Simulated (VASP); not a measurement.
The system is BaOs.

```
Ba Os
1.0
     3.72797    0.00000    0.00000
     0.00000    3.72797    0.00000
     0.00000    0.00000    3.72797
Ba Os
1 1
Direct
  0.00000 0.00000 0.00000
  0.50000 0.50000 0.50000
```

Base run:

```yaml
Program: VASP 6.6.1
Functional: RPBE
Potentials_or_basis: VASP PAW PBE potentials, release 64 (Ba_sv, Os)
Cutoff: 520 eV
k_mesh: 8 × 8 × 8
Occupations: gaussian, width 0.05 eV
Spin: no spin polarisation
```

Its results: band gap on the k mesh zero (bands 9 and 10 overlap by 1.21 eV); pressure 3.9 GPa.

Question: After a change of settings the same cell gave: band gap on the k mesh zero (bands 9 and 10 overlap by 1.47 eV); pressure 1.8 GPa. Which change was it?
A. functional from RPBE to PBEsol; further incar settings from ALGO = Normal; EDIFF = 1e-06; NBANDS = 16 to ALGO = Normal; EDIFF = 1e-07; NBANDS = 16
B. functional from RPBE to r2SCAN
C. functional from RPBE to PBE; dispersion from none to D3(BJ)

Answer: B.

Caveats: the PAW data sets were made with another functional, which shifts forces and pressure a little; spin-orbit coupling is left out, which moves the levels of the heavy elements; the cell stands under pressure (at least some runs).
